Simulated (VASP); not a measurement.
# Na (Im-3m) in VASP: notebook

Runs on Na. Level: LDA. Tasks: single point, relaxation of cell and atoms.

All numbers are computed with VASP 6.6.1; they aren't measurements. Logs are shortened: lines on timing, memory, paths and dates and some standing lists are left out, and cuts for length are marked.

## 1. The cell of the first run

Symmetry: Im-3m, No. 229, cubic system. The conventional cell has a = 4.069 Å, b = 4.069 Å, c = 4.069 Å, α = 90.00°, β = 90.00°, γ = 90.00°. Na (site symmetry m-3m) has 14 Na at 3.52 to 4.07 Å within 4.6 Å.

## 2. Single point, LDA

The input, INCAR:

```
SYSTEM = Na
ALGO = Normal
EDIFF = 1E-7
ENCUT = 520
ISIF = 2
ISMEAR = -1
LASPH = .True.
LCHARG = .False.
LREAL = .False.
LWAVE = .False.
NBANDS = 14
NELM = 80
PREC = Accurate
SIGMA = 0.1
```

The input, KPOINTS:

```
k-points
0
Gamma
  5 5 5
  0 0 0
```

The input, POSCAR:

```
Na
1.0
    4.0694177219      0.0000000000      0.0000000000
    0.0000000000      4.0694177219      0.0000000000
    0.0000000000      0.0000000000      4.0694177219
Na
2
Direct
    0.0000000000      0.0000000000      0.0000000000
    0.5000000000      0.5000000000      0.5000000000
```

Potentials or basis: VASP PAW LDA potentials, release 64 (Na_pv).

The run is started by

```sh
> cat potpaw_LDA.64/Na_pv/POTCAR > POTCAR
> mpirun -np 1 vasp_std > vasp.out
```

OUTCAR:

```text
SYSTEM = Na
   EDIFF = 1E-7
   ENCUT = 520
   ISIF = 2
   ISMEAR = -1
   LASPH = .True.
   LREAL = .False.
   NELM = 80
   PREC = Accurate

 ion  position               nearest neighbor table
   1  0.000  0.000  0.000-
   2  0.500  0.500  0.500-

  LATTYP: Found a simple cubic cell.
 ALAT       =     4.0694177219

  Lattice vectors:

 A1 = (   4.0694177219,   0.0000000000,   0.0000000000)
 A2 = (   0.0000000000,   4.0694177219,   0.0000000000)
 A3 = (   0.0000000000,   0.0000000000,   4.0694177219)

Analysis of symmetry for initial positions (statically):
=====================================================================
 Subroutine PRICEL returns following result:

  LATTYP: Found a body centered cubic cell.
 ALAT       =     4.0694177219

  Lattice vectors:

 A1 = (   2.0347088609,   2.0347088609,  -2.0347088609)
 A2 = (  -2.0347088609,   2.0347088609,   2.0347088609)
 A3 = (   2.0347088609,  -2.0347088609,   2.0347088609)

   2 primitive cells build up your supercell.

 Routine SETGRP: Setting up the symmetry group for a
 simple cubic supercell.

 Subroutine GETGRP returns: Found 48 space group operations
 (whereof 48 operations were pure point group operations)
 out of a pool of 48 trial point group operations.

The static configuration has the point symmetry O_h .

Analysis of symmetry for dynamics (positions and initial velocities):
=====================================================================
 Subroutine PRICEL returns following result:

  LATTYP: Found a body centered cubic cell.
 ALAT       =     4.0694177219

  Lattice vectors:

 A1 = (   2.0347088609,   2.0347088609,  -2.0347088609)
 A2 = (  -2.0347088609,   2.0347088609,   2.0347088609)
 A3 = (   2.0347088609,  -2.0347088609,   2.0347088609)

   2 primitive cells build up your supercell.

 Routine SETGRP: Setting up the symmetry group for a
 simple cubic supercell.

 Subroutine GETGRP returns: Found 48 space group operations
 (whereof 48 operations were pure point group operations)
 out of a pool of 48 trial point group operations.

The dynamic configuration has the point symmetry O_h .

 Subroutine INISYM returns: Found 48 space group operations
 (whereof 48 operations are pure point group operations),
 and found     2 'primitive' translations

----------------------------------------------------------------------------------------

                                     Primitive cell

  volume of cell :      33.6951

  direct lattice vectors                    reciprocal lattice vectors
     2.034708861  2.034708861 -2.034708861     0.245735402  0.245735402  0.000000000
    -2.034708861  2.034708861  2.034708861     0.000000000  0.245735402  0.245735402
     2.034708861 -2.034708861  2.034708861     0.245735402  0.000000000  0.245735402

  length of vectors
     3.524219126  3.524219126  3.524219126     0.347522338  0.347522338  0.347522338

  position of ions in fractional coordinates (direct lattice)
     0.000000000  0.000000000  0.000000000

  ion indices of the primitive-cell ions
   primitive index   ion index
                 1           1

----------------------------------------------------------------------------------------

 KPOINTS: k-points

Automatic generation of k-mesh.
 Grid dimensions read from file:
 generate k-points for:    5    5    5

 Generating k-lattice:

  Cartesian coordinates                     Fractional coordinates (reciprocal lattice)
     0.049147080  0.000000000  0.000000000     0.200000000  0.000000000  0.000000000
     0.000000000  0.049147080  0.000000000     0.000000000  0.200000000  0.000000000
     0.000000000  0.000000000  0.049147080     0.000000000  0.000000000  0.200000000

  Length of vectors
     0.049147080  0.049147080  0.049147080

  Shift w.r.t. Gamma in fractional coordinates (k-lattice)
     0.000000000  0.000000000  0.000000000

 Subroutine IBZKPT returns following result:
 ===========================================

 Found     10 irreducible k-points:

 Following reciprocal coordinates:
            Coordinates               Weight
  0.000000  0.000000  0.000000      1.000000
  0.200000  0.000000  0.000000      6.000000
  0.400000  0.000000  0.000000      6.000000
  0.200000  0.200000  0.000000     12.000000
  0.400000  0.200000  0.000000     24.000000
  0.400000  0.400000  0.000000     12.000000
  0.200000  0.200000  0.200000      8.000000
  0.400000  0.200000  0.200000     24.000000
  0.400000  0.400000  0.200000     24.000000
  0.400000  0.400000  0.400000      8.000000
   k-points           NKPTS =     10   k-points in BZ     NKDIM =     10   number of bands    NBANDS=     14
   number of dos      NEDOS =    301   number of ions     NIONS =      2
   total plane-waves  NPLWV =  27000
   dimension x,y,z NGX =    30 NGY =   30 NGZ =   30
   dimension x,y,z NGXF=    60 NGYF=   60 NGZF=   60
   ions per type =               2
   NGX,Y,Z   is equivalent  to a cutoff of  12.26, 12.26, 12.26 a.u.
   NGXF,Y,Z  is equivalent  to a cutoff of  24.51, 24.51, 24.51 a.u.
 SYSTEM =  Na
   PREC   = accura    normal or accurate (medium, high low for compatibility)
   ISTART =      0    job   : 0-new  1-cont  2-samecut
   ICHARG =      2    charge: 1-file 2-atom 10-const
   ISPIN  =      1    spin polarized calculation?
   LNONCOLLINEAR =      F non collinear calculations
   LSORBIT =      F    spin-orbit coupling
   LASPH  =      T    aspherical Exc in radial PAW
   ENCUT  =  520.0 eV  38.22 Ry    6.18 a.u.   7.57  7.57  7.57*2*pi/ulx,y,z
   NELM   =     80;   NELMIN=  2; NELMDL= -5     # of ELM steps
   EDIFF  = 0.1E-06   stopping-criterion for ELM
   LREAL  =      F    real-space projection
   EDIFFG = 0.1E-05   stopping-criterion for IOM
   NSW    =      0    number of steps for IOM
   IBRION =     -1    ionic relax: 0-MD 1-quasi-New 2-CG
   NFREE  =      0    steps in history (QN), initial steepest desc. (CG)
   ISIF   =      2    stress and relaxation
   ISYM   =      2    0-nonsym 1-usesym 2-fastsym
   POTIM  = 0.5000    time-step for ionic-motion
   TEBEG  =    0.0;   TEEND  =   0.0 temperature during run
   PSTRESS=    0.0 pullay stress
   NELECT =      14.0000    total number of electrons
   NUPDOWN=      -1.0000    fix difference up-down
   EMIN   =  10.00;   EMAX   =-10.00  energy-range for DOS
   EFERMI =   0.00;   METHOD = LEGACY
   ISMEAR =    -1;   SIGMA  =   0.10  broadening in eV -4-tet -1-fermi 0-gaus
   EFERMI_NEDOS =   21; number of points for ismear=-14 and -15
   IALGO  =     38    algorithm
   IMIX   =      4    mixing-type and parameters
     AMIX     =   0.40;   BMIX     =  1.00
     AMIX_MAG =   1.60;   BMIX_MAG =  1.00
  volume/ion in A,a.u.               =      33.70       227.39
  Fermi-wavevector in a.u.,A,eV,Ry     =   0.969584  1.832247 12.790732  0.940092
  Thomas-Fermi vector in A             =   2.099648
   LORBIT       =      0    0 simple, 1 ext, 2 COOP (PROOUT), +10 PAW based schemes
   GGA     = CA    functional components
   LHFCALC =     F    Hartree Fock is set to
   AEXX    =    0.0000 exact exchange contribution
   IVDW    =     0    specifies the selected vdW correction
   LEPSILON=     F    determine dielectric tensor
   LRPA    =     F    only Hartree local field effects (RPA)
 non-spin polarized calculation
  energy-cutoff  :      520.00
  volume of cell :       67.39
 maximum number of plane-waves:      1839
 NGX is ok and might be reduce to    30
   NGX = 15   NGY = 15   NGZ = 15

 number of electron      13.9999988 magnetization

 Free energy of the ion-electron system (eV)
  ---------------------------------------------------
  ext. energy  EPLUGINS =         0.00000000
  ---------------------------------------------------
  free energy    TOTEN  =        -2.89135019 eV

  energy without entropy =       -2.85357177  energy(sigma->0) =       -2.87246098

 E-fermi :   0.4448     XC(G=0):  -7.0016

 val. band max:        0.2308241816   @ k =   0.4000   0.0000   0.0000
 cond. band min:       0.5798052064   @ k =   0.4000   0.2000   0.0000
 fundamental gap:      0.3489810248
 Fermi energy:         0.4448291256

 k-point     1 :       0.0000    0.0000    0.0000
  band No.  band energies     occupation
      1     -24.4694      2.00000
      2     -24.4694      2.00000
      3     -24.4694      2.00000
      4     -24.4329      2.00000
      5     -24.4329      2.00000
      6     -24.4329      2.00000
      7      -3.0507      2.00000
      8       5.1741      0.00000
      9       5.1741      0.00000
     10       5.6194      0.00000
     11       5.6194      0.00000
     12       5.6194      0.00000
     13       8.7258      0.00000
     14      12.6993      0.00000

 k-point     2 :       0.2000    0.0000    0.0000
  band No.  band energies     occupation
      1     -24.4687      2.00000
      2     -24.4657      2.00000
      3     -24.4657      2.00000
      4     -24.4392      2.00000
      5     -24.4361      2.00000
      6     -24.4361      2.00000
      7      -2.6745      2.00000
      8       2.6262      0.00000
      9       5.5359      0.00000
     10       5.9257      0.00000
     11       5.9257      0.00000
     12       7.4324      0.00000
     13      10.4251      0.00000
     14      10.5961      0.00000

 k-point     3 :       0.4000    0.0000    0.0000
  band No.  band energies     occupation
      1     -24.4641      2.00000
      2     -24.4562      2.00000
      3     -24.4562      2.00000
      4     -24.4528      2.00000
      5     -24.4449      2.00000
      6     -24.4449      2.00000
      7      -1.5643      2.00000
      8       0.2308      1.78947
      9       6.6208      0.00000
     10       6.8514      0.00000
     11       6.8514      0.00000
     12       8.4110      0.00000
     13       8.4110      0.00000
     14       8.4273      0.00000

 k-point     4 :       0.2000    0.2000    0.0000
  band No.  band energies     occupation
      1     -24.4744      2.00000
      2     -24.4626      2.00000
      3     -24.4569      2.00000
      4     -24.4506      2.00000
      5     -24.4387      2.00000
      6     -24.4328      2.00000
      7      -2.3015      2.00000
      8       2.7198      0.00000
      9       3.2907      0.00000
     10       6.2318      0.00000
     11       6.8759      0.00000
     12       8.0508      0.00000
     13       9.4639      0.00000
     14      10.6104      0.00000

 k-point     5 :       0.4000    0.2000    0.0000
  band No.  band energies     occupation
      1     -24.4747      2.00000
      2     -24.4657      2.00000
      3     -24.4549      2.00000
      4     -24.4458      2.00000
      5     -24.4457      2.00000
      6     -24.4366      2.00000
      7      -1.1999      2.00000
      8       0.5798      0.41182
      9       4.0570      0.00000
     10       5.7355      0.00000
     11       7.1551      0.00000
     12       8.0106      0.00000
     13       8.7007      0.00000
     14       9.7656      0.00000

 k-point     6 :       0.4000    0.4000    0.0000
  band No.  band energies     occupation
      1     -24.4825      2.00000
      2     -24.4790      2.00000
      3     -24.4517      2.00000
      4     -24.4482      2.00000
      5     -24.4364      2.00000
      6     -24.4328      2.00000
      7      -0.1241      1.99326
      8       1.4057      0.00013
      9       1.9070      0.00000
     10       3.3985      0.00000
     11       8.0562      0.00000
     12       9.1365      0.00000
     13       9.2092      0.00000
     14      10.2547      0.00000

 k-point     7 :       0.2000    0.2000    0.2000
  band No.  band energies     occupation
      1     -24.4702      2.00000
      2     -24.4702      2.00000
      3     -24.4581      2.00000
      4     -24.4489      2.00000
      5     -24.4366      2.00000
      6     -24.4366      2.00000
      7      -1.9315      2.00000
      8       3.0506      0.00000
      9       3.0506      0.00000
     10       4.1632      0.00000
     11       8.0557      0.00000
     12       8.0557      0.00000
     13       9.4955      0.00000
     14       9.8008      0.00000

 k-point     8 :       0.4000    0.2000    0.2000
  band No.  band energies     occupation
      1     -24.4745      2.00000
      2     -24.4696      2.00000
      3     -24.4594      2.00000
      4     -24.4466      2.00000
      5     -24.4411      2.00000
      6     -24.4367      2.00000
      7      -0.8384      1.99999
      8       0.9249      0.01631
      9       4.0461      0.00000
     10       4.9133      0.00000
     11       5.7142      0.00000
     12       6.5315      0.00000
     13       9.7583      0.00000
     14      10.8131      0.00000

 k-point     9 :       0.4000    0.4000    0.2000
  band No.  band energies     occupation
      1     -24.4775      2.00000
      2     -24.4763      2.00000
      3     -24.4564      2.00000
      4     -24.4497      2.00000
      5     -24.4378      2.00000
      6     -24.4373      2.00000
      7       0.2282      1.79429
      8       1.7325      0.00001
      9       2.2494      0.00000
     10       3.7137      0.00000
     11       5.5338      0.00000
     12       6.7029      0.00000
     13       7.9578      0.00000
     14       9.1093      0.00000

 k-point    10 :       0.4000    0.4000    0.4000
  band No.  band energies     occupation
      1     -24.4707      2.00000
      2     -24.4646      2.00000
      3     -24.4646      2.00000
      4     -24.4493      2.00000
      5     -24.4493      2.00000
      6     -24.4433      2.00000
      7       1.2644      0.00055
      8       2.7179      0.00000
      9       2.7179      0.00000
     10       3.7197      0.00000
     11       4.3734      0.00000
     12       4.3734      0.00000
     13       5.9862      0.00000
     14       6.8501      0.00000

------------------------ aborting loop because EDIFF is reached ----------------------------------------

  FORCE on cell =-STRESS in cart. coord.  units (eV):
  Direction    XX          YY          ZZ          XY          YZ          ZX
  --------------------------------------------------------------------------------------
  -------------------------------------------------------------------------------------
  Total       -0.0215081     -0.0215081     -0.0215081      0.0000000      0.0000000     -0.0000000
  in kB       -0.5113479     -0.5113479     -0.5113479      0.0000000      0.0000000     -0.0000000
  external PRESSURE =      -0.5113479 kB  Pullay stress =       0.0000000 kB

 VOLUME and BASIS-vectors are now :
 -----------------------------------------------------------------------------
  energy-cutoff  :      520.00
  volume of cell :       67.39
      direct lattice vectors                 reciprocal lattice vectors
     4.069417722  0.000000000  0.000000000     0.245735402  0.000000000  0.000000000
     0.000000000  4.069417722  0.000000000     0.000000000  0.245735402  0.000000000
     0.000000000  0.000000000  4.069417722     0.000000000  0.000000000  0.245735402

 POSITION                                       TOTAL-FORCE (eV/Angst)
 -----------------------------------------------------------------------------------
      0.00000      0.00000      0.00000         0.000000      0.000000     -0.000000
      2.03471      2.03471      2.03471        -0.000000     -0.000000      0.000000
 -----------------------------------------------------------------------------------
    total drift:                                0.000000      0.000000      0.000000

  FREE ENERGIE OF THE ION-ELECTRON SYSTEM (eV)
  ---------------------------------------------------
  free  energy   TOTEN  =        -2.8913501868 eV

  energy  without entropy=       -2.8535717713  energy(sigma->0) =       -2.87246098
```

It took 3.4 s on 1 thread of AMD EPYC 9R45 (Zen 5), shared host; peak memory 0.1 GiB.

What came out:

* Free energy: -2.8914 eV
* Pressure: -0.1 GPa
* Band gap on the k mesh: zero (band 7 reaches 1.26 eV, above the bottom of band 8 at 0.23 eV)

Levels at points of the mesh, in eV from the Fermi level:
| k point | band 4 | band 5 | band 6 | band 7 | band 8 | band 9 | band 10 | band 11 |
| --- | --- | --- | --- | --- | --- | --- | --- | --- |
| (0.00, 0.00, 0.00) | -24.88 | -24.88 | -24.88 | -3.50 | 4.73 | 4.73 | 5.17 | 5.17 |

## 3. Relaxation of cell and atoms, LDA

This run uses another cell than the first one, of 39.20 Å³/atom, 1.163 times its volume.

The input, INCAR:

```
SYSTEM = Na
PREC = Accurate
ENCUT = 600
EDIFF = 1E-7
ISMEAR = -1
SIGMA = 0.1
LREAL = .False.
LASPH = .True.
NELM = 80
ALGO = Normal
ISIF = 3
LWAVE = .False.
LCHARG = .False.
IBRION = 2
NSW = 80
EDIFFG = -0.02
```

The input, KPOINTS:

```
Automatic mesh
0
Gamma
  5 5 5
  0 0 0
```

The input, POSCAR:

```
Na
1.0
    4.2800000000      0.0000000000      0.0000000000
    0.0000000000      4.2800000000      0.0000000000
    0.0000000000      0.0000000000      4.2800000000
Na
2
Direct
    0.0000000000      0.0000000000      0.0000000000
    0.5000000000      0.5000000000      0.5000000000
```

Potentials or basis: VASP PAW LDA potentials, release 64 (Na_pv).

The run is started by

```sh
> cat potpaw_LDA.64/Na_pv/POTCAR > POTCAR
> mpirun -np 1 vasp_std > vasp.out
```

Run time: 10 s. Hardware: 1 thread of AMD EPYC 9R45 (Zen 5), shared host; peak memory 0.13 GiB.

It converged, with:

| Item | Value |
| --- | --- |
| Free energy | -2.8925 eV |
| Relaxed volume | 33.61 Å³/atom |
| Relaxed cell | a = 4.066 Å, b = 4.066 Å, c = 4.066 Å, α = 90.00°, β = 90.00°, γ = 90.00° |
| Space group after relaxing (to 0.05 Å) | Im-3m (No. 229) |
| Energy gained by relaxing | 21.5 meV/atom |
| Ionic steps | 3 |
| Pressure after relaxing | 0.0 GPa |
| Band gap on the k mesh | zero (band 7 reaches 1.27 eV, above the bottom of band 8 at 0.24 eV) |

Step by step:
```
step  energy change (eV)  largest force (eV/Å)  pressure (GPa)  volume (Å³)
   1              0.0000                0.0000           -1.06        78.40
   2             -0.0175                0.0000           -0.88        75.50
   3             -0.0431                0.0000           -0.04        67.22
```

Final structure:
```xyz
2
Lattice="4.0661 0.0000 0.0000 0.0000 4.0661 0.0000 0.0000 0.0000 4.0661" Properties=species:S:1:pos:R:3 pbc="T T T"
Na    0.0000    0.0000    0.0000
Na    2.0330    2.0330    2.0330
```

Levels at points of the mesh, in eV from the Fermi level:
```csv
k point,band 5,band 6,band 7,band 8,band 9,band 10
"(0.00, 0.00, 0.00)",-24.88,-24.88,-3.50,4.73,4.73,5.18
```
